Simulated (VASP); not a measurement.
Set up this calculation in VASP 6.6.1, as the native input.

```
Task                   : single point
Functional             : PBEsol
Potentials or basis    : VASP PAW PBE potentials, release 64 (Zn)
Cutoff                 : 520 eV
k mesh                 : 10 × 10 × 10
Occupations            : fermi-dirac, width 0.05 eV
Spin                   : no spin polarisation
Dipole correction      : no
Further INCAR settings : ALGO = Normal; EDIFF = 1e-06; NBANDS = 12
```

The structure of Zn lies in POSCAR:

```
Zn
1.0
   -1.5690370000      1.5690370000      1.5690370000
    1.5690370000     -1.5690370000      1.5690370000
    1.5690370000      1.5690370000     -1.5690370000
Zn
1
Direct
    0.0000000000      0.0000000000      0.0000000000
```

One way to write it, as run:

INCAR

```
SYSTEM = Zn
PREC = Accurate
ENCUT = 520
EDIFF = 1E-6
ISMEAR = -1
SIGMA = 0.05
LREAL = .FALSE.
LASPH = .TRUE.
NELM = 100
ALGO = Normal
ISIF = 2
LWAVE = .FALSE.
LCHARG = .FALSE.
GGA = PS
NBANDS = 12
```

KPOINTS

```
regular mesh
0
G
  10 10 10
  0 0 0
```

Potentials or basis: VASP PAW PBE potentials, release 64 (Zn).

Run with:

```bash
$ cat potpaw_PBE.64/Zn/POTCAR > POTCAR
$ mpirun -np 1 vasp_std > vasp.out
```

It gave:

- Pressure: -4.8 GPa
- Band gap on the k mesh: zero (band 6 reaches 7.08 eV, above the bottom of band 7 at 1.92 eV)

Caveat: the PAW data sets were made with another functional, which shifts forces and pressure a little.

Run time: 8.3 s on 1 thread of AMD EPYC 7R13, on a shared host, peak memory 0.09 GiB.
